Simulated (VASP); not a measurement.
# Pt (Pm-3m) in VASP: a series of runs, part 2 of 2

VASP 6.6.1. Earlier steps stand in the parts before.

## Step 5: Single point, PBEsol

This run uses another cell than the first one, of 17.34 Å³/atom, 1.136 times its volume.

File INCAR:

```
ALGO = Normal
EDIFF = 1E-6
ENCUT = 520
GGA = PS
ISIF = 2
ISMEAR = -1
LASPH = T
LCHARG = F
LREAL = F
LWAVE = F
NBANDS = 11
NELM = 100
PREC = Accurate
SIGMA = 0.1
```

File KPOINTS:

```
k-points
0
Gamma
  14 14 14
```

File POSCAR:

```
Pt
1.0
    2.5881137393      0.0000000000      0.0000000000
    0.0000000000      2.5881137393      0.0000000000
    0.0000000000      0.0000000000      2.5881137393
Pt
1
Direct
    0.0000000000      0.0000000000      0.0000000000
```

Potentials or basis: VASP PAW PBE potentials, release 64 (Pt).

Command:

```
> cat potpaw_PBE.64/Pt/POTCAR > POTCAR
> mpirun -np 1 vasp_std > vasp.out
```

OUTCAR:

```text
EDIFF = 1E-6
   ENCUT = 520
   GGA = PS
   ISIF = 2
   ISMEAR = -1
   LASPH = T
   LREAL = F
   NELM = 100
   PREC = Accurate

 ion  position               nearest neighbor table
   1  0.000  0.000  0.000-

  LATTYP: Found a simple cubic cell.
 ALAT       =     2.5881137393

  Lattice vectors:

 A1 = (   2.5881137393,   0.0000000000,   0.0000000000)
 A2 = (   0.0000000000,   2.5881137393,   0.0000000000)
 A3 = (   0.0000000000,   0.0000000000,   2.5881137393)

Analysis of symmetry for initial positions (statically):
=====================================================================
 Subroutine PRICEL returns:
 Original cell was already a primitive cell.

 Routine SETGRP: Setting up the symmetry group for a
 simple cubic supercell.

 Subroutine GETGRP returns: Found 48 space group operations
 (whereof 48 operations were pure point group operations)
 out of a pool of 48 trial point group operations.

The static configuration has the point symmetry O_h .

Analysis of symmetry for dynamics (positions and initial velocities):
=====================================================================
 Subroutine PRICEL returns:
 Original cell was already a primitive cell.

 Routine SETGRP: Setting up the symmetry group for a
 simple cubic supercell.

 Subroutine GETGRP returns: Found 48 space group operations
 (whereof 48 operations were pure point group operations)
 out of a pool of 48 trial point group operations.

The dynamic configuration has the point symmetry O_h .

 Subroutine INISYM returns: Found 48 space group operations
 (whereof 48 operations are pure point group operations),
 and found     1 'primitive' translations

----------------------------------------------------------------------------------------

                                     Primitive cell

  volume of cell :      17.3360

[... 106 lines left out ...]
     AMIX_MAG =   1.60;   BMIX_MAG =  1.00
  volume/ion in A,a.u.               =      17.34       116.99
  Fermi-wavevector in a.u.,A,eV,Ry     =   1.362777  2.575275 25.268213  1.857161
  Thomas-Fermi vector in A             =   2.489237
   LORBIT       =      0    0 simple, 1 ext, 2 COOP (PROOUT), +10 PAW based schemes
   GGA     = PS    functional components
   LHFCALC =     F    Hartree Fock is set to
   AEXX    =    0.0000 exact exchange contribution
   IVDW    =     0    specifies the selected vdW correction
   LEPSILON=     F    determine dielectric tensor
   LRPA    =     F    only Hartree local field effects (RPA)
 non-spin polarized calculation
  energy-cutoff  :      520.00
  volume of cell :       17.34
 maximum number of plane-waves:       480
 NGX is ok and might be reduce to    20
   NGX =  9   NGY =  9   NGZ =  9

 number of electron      10.0000000 magnetization

 number of electron       9.9999999 magnetization

 Free energy of the ion-electron system (eV)
  ---------------------------------------------------
  ext. energy  EPLUGINS =         0.00000000
  ---------------------------------------------------
  free energy    TOTEN  =        -6.43589807 eV

  energy without entropy =       -6.38918356  energy(sigma->0) =       -6.41254081

 E-fermi :   8.6640     XC(G=0): -12.6758

 val. band max:        8.6395998371   @ k =   0.5000   0.1429   0.0714
 cond. band min:       8.6737644327   @ k =   0.5000   0.3571   0.1429
 fundamental gap:      0.0341645956
 Fermi energy:         8.6640066996

 k-point     1 :       0.0000    0.0000    0.0000
  band No.  band energies     occupation
      1      -0.1572      2.00000
      2       2.6749      2.00000
      3       2.6749      2.00000
      4       9.0107      0.06051
      5       9.0107      0.06051
      6       9.0108      0.06051
      7      24.0316      0.00000
      8      24.0316      0.00000
      9      24.0316      0.00000
     10      29.8852      0.00000
     11      32.6833      0.00000
[... 309 lines left out ...]
 k-point    24 :       0.3571    0.2143    0.0000
  band No.  band energies     occupation
      1       2.8717      2.00000
      2       4.1737      2.00000
      3       5.2767      2.00000
      4       7.2284      2.00000
      5       7.9674      1.99812
      6       8.2730      1.96069
      7      16.3484      0.00000
      8      22.6711      0.00000
      9      26.9699      0.00000
     10      30.4068      0.00000
     11      31.0639      0.00000

 [... further k-points ...]
[... 5 lines left out ...]
  --------------------------------------------------------------------------------------
  -------------------------------------------------------------------------------------
  Total       -0.0399121     -0.0399121     -0.0399121      0.0000000      0.0000000      0.0000000
  in kB       -3.6886332     -3.6886332     -3.6886332      0.0000000      0.0000000      0.0000000
  external PRESSURE =      -3.6886332 kB  Pullay stress =       0.0000000 kB

 VOLUME and BASIS-vectors are now :
 -----------------------------------------------------------------------------
  energy-cutoff  :      520.00
  volume of cell :       17.34
      direct lattice vectors                 reciprocal lattice vectors
     2.588113739  0.000000000  0.000000000     0.386381783  0.000000000  0.000000000
     0.000000000  2.588113739  0.000000000     0.000000000  0.386381783  0.000000000
     0.000000000  0.000000000  2.588113739     0.000000000  0.000000000  0.386381783

 POSITION                                       TOTAL-FORCE (eV/Angst)
 -----------------------------------------------------------------------------------
      0.00000      0.00000      0.00000         0.000000      0.000000      0.000000
 -----------------------------------------------------------------------------------
    total drift:                               -0.000000      0.000000     -0.000000

  FREE ENERGIE OF THE ION-ELECTRON SYSTEM (eV)
  ---------------------------------------------------
  free  energy   TOTEN  =        -6.4358980689 eV

  energy  without entropy=       -6.3891835602  energy(sigma->0) =       -6.41254081
```

OSZICAR:

```text
N       E                     dE             d eps       ncg     rms          rms(c)
DAV:   1     0.385162672172E+02    0.38516E+02   -0.52812E+03  2720   0.830E+02
DAV:   2    -0.622234957671E+01   -0.44739E+02   -0.42511E+02  2993   0.172E+02
DAV:   3    -0.685375811718E+01   -0.63141E+00   -0.62851E+00  3095   0.192E+01
DAV:   4    -0.685678037893E+01   -0.30223E-02   -0.30220E-02  3045   0.155E+00
DAV:   5    -0.685681158260E+01   -0.31204E-04   -0.31203E-04  3111   0.149E-01    0.103E+01
DAV:   6    -0.646887149301E+01    0.38794E+00   -0.98736E-01  2814   0.770E+00    0.525E+00
DAV:   7    -0.643991283451E+01    0.28959E-01   -0.87357E-02  3047   0.222E+00    0.237E+00
DAV:   8    -0.643606091360E+01    0.38519E-02   -0.41849E-03  2955   0.590E-01    0.442E-01
DAV:   9    -0.643589392426E+01    0.16699E-03   -0.12348E-04  2973   0.102E-01    0.168E-02
DAV:  10    -0.643589815360E+01   -0.42293E-05   -0.23075E-06  3121   0.111E-02    0.394E-03
DAV:  11    -0.643589806891E+01    0.84687E-07   -0.71452E-08  1674   0.216E-03
   1 F= -.64358981E+01 E0= -.64125408E+01  d E =-.467145E-01
```

stdout:

```text
POSCAR found type information on POSCAR Pt
 POSCAR found :  1 types and       1 ions
 scaLAPACK will be used
 -----------------------------------------------------------------------------
|                                                                             |
|                                                                             |
|     You enforced a specific xc type in the INCAR file but a different       |
|     I HOPE YOU KNOW WHAT YOU ARE DOING!                                     |
|                                                                             |
 -----------------------------------------------------------------------------

 LDA part: xc-table for (Slater+PW92), standard interpolation
 POSCAR, INCAR and KPOINTS ok, starting setup
 FFT: planning ... GRIDC
 FFT: planning ... GRID_SOFT
 FFT: planning ... GRID
 WAVECAR not read
 entering main loop
```

Wall time 36 s (1 thread of Intel Xeon 8259CL, shared host); peak memory 0.11 GiB.

Results:

```yaml
Free_energy: -6.4359 eV
Pressure: -0.4 GPa
Band_gap_on_the_k_mesh: zero (band 5 reaches 10.86 eV, above the bottom of band 6 at 7.50 eV)
```

Caveat: the PAW data sets were made with another functional, which shifts forces and pressure a little; spin-orbit coupling is left out, which moves the levels of the heavy elements.

## Step 6: Overview

| cell | gap on the mesh (eV) | pressure (GPa) |
| --- | --- | --- |
| a = 2.480 Å, 1 atom | none | 38.3 |
| a = 2.517 Å, 1 atom | none | 22.0 |
| a = 2.553 Å, 1 atom | none | 9.4 |
| a = 2.588 Å, 1 atom | none | -0.4 |

Alike in all rows: task single point; level PBEsol; potentials or basis VASP PAW PBE potentials, release 64 (Pt); no spin polarisation; k mesh 14 × 14 × 14; cutoff (eV) 520; smearing fermi-dirac 0.1 eV.

Caveats: the PAW data sets were made with another functional, which shifts forces and pressure a little; spin-orbit coupling is left out, which moves the levels of the heavy elements.

Absolute energies hang on the potentials; compare differences alone.
